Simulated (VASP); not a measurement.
Runs of VASP 6.6.1 on BaS. The structure is that of space group Fm-3m (No. 225), or close to it. The cells are those of the table. 

```csv
spin,cell,k mesh,pressure (GPa),moment (μB)
"non-collinear, zero start, SOC","a = 4.456 Å, angles 60.0°, 2 atoms",6 × 6 × 6,(a),0.00
"non-collinear, zero start, SOC","a = 4.517 Å, angles 60.0°, 2 atoms",6 × 6 × 6,-0.5,0.00
"non-collinear, zero start, SOC","a = 4.591 Å, angles 60.0°, 2 atoms",6 × 6 × 6,-2.4,0.00
off,"a = 4.517 Å, angles 60.0°, 2 atoms",10 × 10 × 10,-0.5,-
```

Alike in all rows: task single point; level PBEsol; potentials or basis VASP PAW PBE potentials, release 64 (Ba_sv, S); cutoff (eV) 520; smearing gaussian 0.05 eV.

Estimate the missing entries.

(a) 1.4.

Caveats: the PAW data sets were made with another functional, which shifts forces and pressure a little.
